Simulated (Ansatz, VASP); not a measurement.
## Al: VASP beside Ansatz

```
CELL_PARAMETERS angstrom
0.00000 1.95232 1.95232
1.95232 0.00000 1.95232
1.95232 1.95232 0.00000
ATOMIC_POSITIONS crystal
Al 0.00000 0.00000 0.00000
```

Change from the starting cell: volume scaled by 0.92, LAPW.

Alike in both runs: task single point; functional PBEsol; k mesh 16 × 16 × 16; occupations fermi-dirac, width 0.1 eV; no spin polarisation.

|  | VASP | Ansatz |
| --- | --- | --- |
| version | VASP 6.6.1 | Ansatz 0.2.0 |
| potentials or method | VASP PAW PBE potentials, release 64 (Al), cutoff 520 eV | all-electron LAPW, scalar-relativistic |

|  | VASP | Ansatz | Ansatz less VASP |
| --- | --- | --- | --- |
| pressure (GPa) | 8.5 | 8.3 | -0.13 |

VASP's potentials were made for PBE, not for PBEsol. Ansatz ran all-electron here, and VASP with PAW potentials.
